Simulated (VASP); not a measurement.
## AgRh: relaxation of cell and atoms with PBE

Crystal: AgRh.

```
CELL_PARAMETERS angstrom
2.77759 0.00000 0.00000
-1.38879 2.40546 0.00000
0.00000 0.00000 4.80860
ATOMIC_POSITIONS crystal
Ag 0.00000 0.00000 0.50000
Rh 0.66667 0.33333 0.00000
```

```json
{
  "Program": "VASP 6.6.1",
  "Task": "relaxation of cell and atoms",
  "Functional": "PBE",
  "Potentials or basis": "VASP PAW PBE potentials, release 64 (Ag, Rh_pv)",
  "Cutoff": "600 eV",
  "k mesh": "18 × 18 × 10",
  "Occupations": "gaussian, width 0.1 eV",
  "Spin": "no spin polarisation",
  "Dipole correction": "no",
  "Further INCAR settings": "ALGO = Fast; EDIFF = 1e-07; IBRION = 2; EDIFFG = -0.01; NSW = 80; ISIF = 3"
}
```

```
Relaxed volume                        : 15.80 Å³/atom
Relaxed cell                          : a = 2.765 Å, b = 2.765 Å, c = 4.771 Å, α = 90.00°, β = 90.00°, γ = 120.00°
Space group after relaxing (to 0.1 Å) : P-6m2 (No. 187)
Energy gained by relaxing             : 2.0 meV/atom
Ionic steps                           : 6
Pressure after relaxing               : 0.1 GPa
Band gap on the k mesh                : zero (bands 13 and 14 overlap by 1.38 eV)
```

Step by step:
| step | energy change (eV) | largest force (eV/Å) | pressure (GPa) | volume (Å³) |
| --- | --- | --- | --- | --- |
| 1 | 0.0000 | 0.0000 | -2.40 | 32.13 |
| 2 | 0.0018 | 0.0000 | 3.20 | 31.02 |
| 3 | -0.0039 | 0.0000 | -0.03 | 31.62 |
| 4 | -0.0039 | 0.0000 | 0.07 | 31.61 |
| 5 | -0.0040 | 0.0000 | 0.07 | 31.60 |
| 6 | -0.0040 | 0.0000 | 0.07 | 31.60 |

Final structure:
```
Ag Rh
1.0
     2.76534    0.00000    0.00000
    -1.38267    2.39485    0.00000
     0.00000    0.00000    4.77117
Ag Rh
1 1
Direct
  0.00000 0.00000 0.50000
  0.66667 0.33333 0.00000
```

Levels at points of the mesh, in eV from the Fermi level:
| k point | band 10 | band 11 | band 12 | band 13 | band 14 | band 15 | band 16 | band 17 |
| --- | --- | --- | --- | --- | --- | --- | --- | --- |
| (0.00, 0.00, 0.00) | -3.16 | -1.91 | -1.91 | 0.10 | 0.10 | 0.14 | 5.46 | 16.60 |
| (0.50, 0.00, 0.00) | -2.25 | -1.67 | -0.12 | 1.05 | 1.82 | 4.02 | 8.49 | 8.75 |
| (0.00, 0.00, 0.50) | -3.26 | -2.53 | -1.70 | -1.70 | 0.06 | 0.06 | 11.70 | 12.70 |
| (0.50, 0.00, 0.50) | -1.79 | -0.63 | -0.20 | 1.06 | 1.69 | 2.44 | 6.57 | 7.99 |

Wall time 4.7 min on 1 thread of Intel Xeon 8259CL, on a shared host, peak memory 0.3 GiB.
